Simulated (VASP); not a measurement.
# Nb in VASP: a series of runs

The runs below take Nb through single point, with AM05, PBE.

Everything below comes from runs of VASP 6.6.1. Logs are shortened: lines on timing, memory, paths and dates and some standing lists are left out, and cuts for length are marked.

## 1. The cell of the first run

The cell holds a slab with vacuum, 5 atoms: a = 2.882 Å, b = 2.882 Å, c = 24.413 Å, α = 90.00°, β = 90.00°, γ = 109.47°.

## 2. Single point, AM05

File POSCAR:

```
Nb
1.0
    2.8820459413      0.0000000000      0.0000000000
   -0.9606819804      2.7172189717      0.0000000000
    0.0000000000      0.0000000000     24.4127226284
Nb
5
Direct
    0.5000000000      0.5000000000      0.3072168604
    0.0000000000      0.0000000000      0.4036084302
    0.5000000000      0.5000000000      0.5000000000
    0.0000000000      0.0000000000      0.5963915698
    0.5000000000      0.5000000000      0.6927831396
```

File INCAR.step1:

```
ALGO = Normal ; DIPOL = 0.5 0.5 0.500
EDIFF = 1E-5 ; EFERMI = MIDGAP
ENCUT = 400 ; GGA = PE
GGA_COMPAT = F ; IDIPOL = 3
ISIF = 0 ; ISMEAR = 0
LASPH = T ; LCHARG = T
LDIPOL = T ; LREAL = F
LWAVE = T ; NELM = 100
NELMDL = -8 ; PREC = Accurate
SIGMA = 0.03
```

File INCAR.step2:

```
ALGO = All ; DIPOL = 0.5 0.5 0.500
EDIFF = 1E-6 ; EFERMI = MIDGAP
ENCUT = 400 ; GGA = AM
GGA_COMPAT = F ; IDIPOL = 3
ISEARCH = 1 ; ISIF = 0
ISMEAR = 0 ; ISTART = 1
LASPH = T ; LCHARG = F
LDIPOL = T ; LREAL = F
LWAVE = F ; NELM = 100
NELMDL = -8 ; PREC = Accurate
SIGMA = 0.03
```

File KPOINTS:

```
k-points
0
Gamma
  6 6 1
```

Potentials or basis: VASP PAW PBE potentials, release 64 (Nb_sv).

Command:

```console
$ cat potpaw_PBE.64/Nb_sv/POTCAR > POTCAR
$ cp INCAR.step1 INCAR
$ mpirun -np 1 vasp_std > vasp.out
$ cp INCAR.step2 INCAR
$ mpirun -np 1 vasp_std > vasp.out
```

OUTCAR:

```text
EDIFF = 1E-6
   EFERMI = MIDGAP
   ENCUT = 400
   GGA = AM
   ISIF = 0
   ISMEAR = 0
   ISTART = 1
   LASPH = T
   LREAL = F
   NELM = 100
   NELMDL = -8
   PREC = Accurate

 Found     13 irreducible k-points:

 Following reciprocal coordinates:
            Coordinates               Weight
  0.000000  0.000000  0.000000      1.000000
  0.166667  0.000000  0.000000      4.000000
  0.333333  0.000000  0.000000      4.000000
  0.500000  0.000000  0.000000      2.000000
  0.166667  0.166667  0.000000      2.000000
  0.333333  0.166667  0.000000      4.000000
   k-points           NKPTS =     13   k-points in BZ     NKDIM =     13   number of bands    NBANDS=     39
   number of dos      NEDOS =    301   number of ions     NIONS =      5
   total plane-waves  NPLWV =  64000
   dimension x,y,z NGX =    20 NGY =   20 NGZ =  160
   dimension x,y,z NGXF=    40 NGYF=   40 NGZF=  320
   ions per type =               5
   NGX,Y,Z   is equivalent  to a cutoff of  11.54, 11.54, 10.90 a.u.
   NGXF,Y,Z  is equivalent  to a cutoff of  23.07, 23.07, 21.79 a.u.
 SYSTEM =  unknown system
   PREC   = accura    normal or accurate (medium, high low for compatibility)
   ISTART =      1    job   : 0-new  1-cont  2-samecut
   ICHARG =      0    charge: 1-file 2-atom 10-const
   ISPIN  =      1    spin polarized calculation?
   LNONCOLLINEAR =      F non collinear calculations
   LSORBIT =      F    spin-orbit coupling
   LASPH  =      T    aspherical Exc in radial PAW
   ENCUT  =  400.0 eV  29.40 Ry    5.42 a.u.   4.70  4.70 39.81*2*pi/ulx,y,z
   NELM   =    100;   NELMIN=  2; NELMDL= -8     # of ELM steps
   EDIFF  = 0.1E-05   stopping-criterion for ELM
   LREAL  =      F    real-space projection
   EDIFFG = 0.1E-04   stopping-criterion for IOM
   NSW    =      0    number of steps for IOM
   IBRION =     -1    ionic relax: 0-MD 1-quasi-New 2-CG
   NFREE  =      0    steps in history (QN), initial steepest desc. (CG)
   ISIF   =      0    stress and relaxation
   ISYM   =      2    0-nonsym 1-usesym 2-fastsym
   POTIM  = 0.5000    time-step for ionic-motion
   TEBEG  =    0.0;   TEEND  =   0.0 temperature during run

   SCALEE = 1.0000    scale energy and forces
   PSTRESS=    0.0 pullay stress
   NELECT =      65.0000    total number of electrons
   NUPDOWN=      -1.0000    fix difference up-down
   EMIN   =  10.00;   EMAX   =-10.00  energy-range for DOS
   EFERMI =   0.00;   METHOD = MIDGAP
   ISMEAR =     0;   SIGMA  =   0.03  broadening in eV -4-tet -1-fermi 0-gaus
   EFERMI_NEDOS =   21; number of points for ismear=-14 and -15
   IALGO  =     58    algorithm
   IMIX   =      4    mixing-type and parameters
     AMIX     =   0.40;   BMIX     =  1.00
     AMIX_MAG =   1.60;   BMIX_MAG =  1.00
  volume/ion in A,a.u.               =      38.24       258.03
  Fermi-wavevector in a.u.,A,eV,Ry     =   1.142612  2.159223 17.763245  1.305562
  Thomas-Fermi vector in A             =   2.279309
   LORBIT       =      0    0 simple, 1 ext, 2 COOP (PROOUT), +10 PAW based schemes
   GGA     = AM    functional components
   LHFCALC =     F    Hartree Fock is set to
   AEXX    =    0.0000 exact exchange contribution
   IVDW    =     0    specifies the selected vdW correction
   LEPSILON=     F    determine dielectric tensor
   LRPA    =     F    only Hartree local field effects (RPA)

   CSHIFT  =0.1000    complex shift for real part using Kramers Kronig

   OMEGAMAX=  -1.0    maximum frequency
 non-spin polarized calculation
 Gauss-broadening in eV      SIGMA  =   0.03
  energy-cutoff  :      400.00
  volume of cell :      191.18
 maximum number of plane-waves:      3518
   NGX =  9   NGY =  9   NGZ = 79

 added-field ion interaction         -0.000000 eV  (added to PSCEN)

 number of electron      64.9999993 magnetization

 DIPCOR: dipole corrections for dipol
 direction  3 min pos     1,
 dipolmoment           0.000000      0.000000     -0.000000 electrons x Angstroem
 Tr[quadrupol]      -158.650548

 energy correction for charged system         0.000000 eV

 dipol+quadrupol energy correction           -0.000000 eV

 added-field ion interaction          0.000000 eV  (added to PSCEN)

 Free energy of the ion-electron system (eV)
  ---------------------------------------------------
  ext. energy  EPLUGINS =         0.00000000
  ---------------------------------------------------
  free energy    TOTEN  =       -50.96291876 eV

  energy without entropy =      -50.95968928  energy(sigma->0) =      -50.96130402

 E-fermi :   2.9801     XC(G=0):  -6.9118

 val. band max:        2.9606606087   @ k =   0.1667   0.0000   0.0000
 cond. band min:       2.9932991531   @ k =  -0.1667   0.1667   0.0000
 fundamental gap:      0.0326385445
 Fermi energy:         2.9800993726

 k-point     1 :       0.0000    0.0000    0.0000
  band No.  band energies     occupation
      1     -51.5356      2.00000
      2     -51.5351      2.00000
      3     -51.2727      2.00000
      4     -51.2110      2.00000
      5     -51.1107      2.00000
      6     -27.9905      2.00000
      7     -27.8741      2.00000
      8     -27.5576      2.00000
      9     -27.2629      2.00000
     10     -27.2589      2.00000
     11     -27.1888      2.00000
     12     -27.0156      2.00000
     13     -26.9976      2.00000
     14     -26.9975      2.00000
     15     -26.8701      2.00000
     16     -26.8499      2.00000
     17     -26.7408      2.00000
     18     -26.7310      2.00000
     19     -26.7309      2.00000
     20     -26.6432      2.00000
     21      -2.6689      2.00000
     22      -1.9618      2.00000
     23      -1.1160      2.00000
     24      -0.6348      2.00000
     25      -0.6067      2.00000
     26       1.4698      2.00000
     27       1.6950      2.00000
     28       2.1388      2.00000
     29       2.5969      2.00000
     30       2.6789      2.00000
     31       2.7371      2.00000
     32       3.0918      0.00000
     33       3.1833      0.00000
     34       3.2745      0.00000
     35       3.6105      0.00000
     36       3.7672      0.00000
     37       4.3821      0.00000
     38       4.6440      0.00000
     39       5.5360      0.00000

 k-point     2 :       0.1667    0.0000    0.0000
  band No.  band energies     occupation
      1     -51.5052      2.00000
      2     -51.5050      2.00000
      3     -51.2366      2.00000
      4     -51.1853      2.00000
      5     -51.0934      2.00000
      6     -27.9088      2.00000
      7     -27.8388      2.00000
      8     -27.6037      2.00000
      9     -27.4575      2.00000
     10     -27.3924      2.00000
     11     -27.2521      2.00000
     12     -27.1210      2.00000
     13     -27.0900      2.00000
     14     -27.0598      2.00000
     15     -27.0397      2.00000
     16     -26.9122      2.00000
     17     -26.8515      2.00000
     18     -26.7928      2.00000
     19     -26.7815      2.00000
     20     -26.7094      2.00000
     21      -1.9072      2.00000
     22      -1.2638      2.00000
     23      -0.4413      2.00000
     24       0.0775      2.00000
     25       0.1071      2.00000
     26       1.6052      2.00000
     27       1.7734      2.00000
     28       2.2037      2.00000
     29       2.2814      2.00000
     30       2.3904      2.00000
     31       2.5204      2.00000
     32       2.8045      2.00000
     33       2.8475      2.00000
     34       2.9607      1.61318
     35       3.4070      0.00000
     36       3.8468      0.00000
     37       3.9758      0.00000
     38       4.9447      0.00000
     39       5.3568      0.00000

 k-point     3 :       0.3333    0.0000    0.0000
  band No.  band energies     occupation
      1     -51.4439      2.00000
      2     -51.4438      2.00000
      3     -51.1572      2.00000
      4     -51.1335      2.00000
      5     -51.0650      2.00000
      6     -27.9174      2.00000
      7     -27.9065      2.00000
      8     -27.8031      2.00000
      9     -27.7849      2.00000
     10     -27.6078      2.00000
     11     -27.5913      2.00000
     12     -27.4023      2.00000
     13     -27.2452      2.00000
     14     -27.1589      2.00000
     15     -27.1325      2.00000
     16     -27.0333      2.00000
     17     -26.9841      2.00000
     18     -26.8344      2.00000
     19     -26.7686      2.00000
     20     -26.7338      2.00000
     21      -0.4811      2.00000
     22      -0.4012      2.00000
     23      -0.0494      2.00000
     24       0.3643      2.00000
     25       0.7401      2.00000
     26       1.6334      2.00000
     27       1.6794      2.00000
     28       1.7920      2.00000
     29       1.8936      2.00000
     30       2.0809      2.00000
     31       2.3655      2.00000
     32       2.6866      2.00000
     33       3.0262      0.01823
     34       3.1460      0.00000
     35       3.3956      0.00000
     36       5.3251      0.00000
     37       5.3356      0.00000
     38       5.4534      0.00000
     39       5.7619      0.00000

 k-point     4 :       0.5000    0.0000    0.0000
  band No.  band energies     occupation
      1     -51.4129      2.00000
      2     -51.4129      2.00000
      3     -51.1076      2.00000
      4     -51.1074      2.00000
      5     -51.0602      2.00000
      6     -28.1094      2.00000
      7     -28.0932      2.00000
      8     -27.9624      2.00000
      9     -27.8748      2.00000
     10     -27.8264      2.00000
     11     -27.4896      2.00000
     12     -27.4377      2.00000
     13     -27.2820      2.00000
     14     -27.2107      2.00000
     15     -27.1499      2.00000
     16     -27.0788      2.00000
     17     -27.0517      2.00000
     18     -26.8295      2.00000
     19     -26.7630      2.00000
     20     -26.7441      2.00000
     21      -0.4616      2.00000
     22      -0.4336      2.00000
     23       0.0990      2.00000
     24       0.1208      2.00000
     25       0.5577      2.00000
     26       1.4338      2.00000
     27       1.4627      2.00000
     28       1.5545      2.00000
     29       1.5583      2.00000
     30       1.5872      2.00000
     31       2.8691      2.00000
     32       3.2200      0.00000
     33       3.8698      0.00000
     34       4.3529      0.00000
     35       5.0460      0.00000
     36       5.7852      0.00000
     37       5.8019      0.00000
     38       5.8692      0.00000
     39       5.8765      0.00000

 k-point     5 :       0.1667    0.1667    0.0000
  band No.  band energies     occupation
      1     -51.4687      2.00000
      2     -51.4686      2.00000
      3     -51.1861      2.00000
      4     -51.1567      2.00000
      5     -51.0834      2.00000
      6     -27.8081      2.00000
      7     -27.7889      2.00000
      8     -27.6982      2.00000
      9     -27.6113      2.00000
     10     -27.4780      2.00000
     11     -27.3671      2.00000
     12     -27.2630      2.00000
     13     -27.2630      2.00000
     14     -27.1334      2.00000
     15     -27.0949      2.00000
     16     -27.0080      2.00000
     17     -26.9912      2.00000
     18     -26.8976      2.00000
     19     -26.8907      2.00000
     20     -26.8562      2.00000
     21      -0.8276      2.00000
     22      -0.3151      2.00000
     23       0.5114      2.00000
     24       1.2146      2.00000
     25       1.2972      2.00000
     26       1.4497      2.00000
     27       1.5379      2.00000
     28       1.7217      2.00000
     29       1.8161      2.00000
     30       1.9383      2.00000
     31       2.3057      2.00000
     32       2.4255      2.00000
     33       2.5494      2.00000
     34       2.8980      1.99982
     35       2.9980      0.32112
     36       4.0823      0.00000
     37       4.0893      0.00000
     38       4.7806      0.00000
     39       4.9340      0.00000

 k-point     6 :       0.3333    0.1667    0.0000
  band No.  band energies     occupation
      1     -51.4133      2.00000
      2     -51.4133      2.00000
      3     -51.1100      2.00000
      4     -51.1074      2.00000
      5     -51.0580      2.00000
      6     -27.9259      2.00000
      7     -27.9013      2.00000
      8     -27.8219      2.00000
      9     -27.7490      2.00000
     10     -27.6517      2.00000
     11     -27.4796      2.00000
     12     -27.4170      2.00000
     13     -27.3959      2.00000
     14     -27.3663      2.00000
     15     -27.2065      2.00000
     16     -27.1445      2.00000
     17     -27.1290      2.00000
     18     -27.0332      2.00000
     19     -26.8912      2.00000
     20     -26.8870      2.00000
     21       0.1866      2.00000
     22       0.2227      2.00000
     23       0.5380      2.00000
     24       0.9150      2.00000
     25       1.2658      2.00000
     26       1.4882      2.00000
     27       1.5258      2.00000
     28       1.8211      2.00000
     29       2.0804      2.00000
     30       2.3125      2.00000
     31       2.6707      2.00000
     32       2.7759      2.00000
     33       2.8555      2.00000
     34       3.3120      0.00000
     35       3.3344      0.00000
     36       4.0539      0.00000
     37       4.5184      0.00000
     38       5.4251      0.00000
     39       5.7730      0.00000

 [... further k-points ...]

------------------------ aborting loop because EDIFF is reached ----------------------------------------

 vacuum level on the upper side and lower side of the slab       (xc-potential included)        -1.230        -1.230

 VOLUME and BASIS-vectors are now :
 -----------------------------------------------------------------------------
  energy-cutoff  :      400.00
  volume of cell :      191.18
      direct lattice vectors                 reciprocal lattice vectors
     2.882045941  0.000000000  0.000000000     0.346975732  0.122674446  0.000000000
    -0.960681980  2.717218972  0.000000000     0.000000000  0.368023339  0.000000000
     0.000000000  0.000000000 24.412722628     0.000000000  0.000000000  0.040962248

 POSITION                                       TOTAL-FORCE (eV/Angst)
 -----------------------------------------------------------------------------------
      0.96068      1.35861      7.50000         0.000000      0.000000      0.822131
      0.00000      0.00000      9.85318        -0.000000     -0.000000     -0.270281
      0.96068      1.35861     12.20636         0.000000      0.000000      0.000000
      0.00000      0.00000     14.55954        -0.000000      0.000000      0.270281
      0.96068      1.35861     16.91272         0.000000     -0.000000     -0.822131
 -----------------------------------------------------------------------------------
    total drift:                               -0.000000      0.000000     -0.000000

  FREE ENERGIE OF THE ION-ELECTRON SYSTEM (eV)
  ---------------------------------------------------
  free  energy   TOTEN  =       -50.9629187616 eV

  energy  without entropy=      -50.9596928743  energy(sigma->0) =      -50.96130582

 vacuum level on the upper side and lower side of the slab         6.334         6.334
```

It took 2.3 min on 1 thread of Intel Xeon 6975P-C (Granite Rapids), shared host; peak memory 0.3 GiB.

Results:

* Free energy: -50.9629 eV
* Largest force: 0.822 eV/Å
* Band gap on the k mesh: zero (an odd number of electrons rules out a gap without spin polarisation)

Forces on the atoms (eV/Å):
```
Nb   0.000  0.000  0.822
Nb   0.000  0.000 -0.270
Nb   0.000  0.000  0.000
Nb   0.000  0.000  0.270
Nb   0.000  0.000 -0.822
```

Levels at points of the mesh, in eV from the Fermi level:
| k point | band 28 | band 29 | band 30 | band 31 | band 32 | band 33 | band 34 | band 35 | band 36 | band 37 |
| --- | --- | --- | --- | --- | --- | --- | --- | --- | --- | --- |
| (0.00, 0.00, 0.00) | -0.84 | -0.38 | -0.30 | -0.24 | 0.11 | 0.20 | 0.29 | 0.63 | 0.79 | 1.40 |
| (0.50, 0.00, 0.00) | -1.43 | -1.42 | -1.39 | -0.11 | 0.24 | 0.89 | 1.37 | 2.07 | 2.81 | 2.82 |
| (0.50, 0.50, 0.00) | -1.59 | -1.31 | -0.47 | -0.11 | 0.88 | 1.76 | 1.77 | 1.86 | 2.64 | 2.73 |

Caveat: the k points lie up to 0.39 Å⁻¹ apart, too coarse for converged energies and pressures of a metal; the PAW data sets were made with another functional, which shifts forces and pressure a little.

(Part 1 of 2 ends here.)
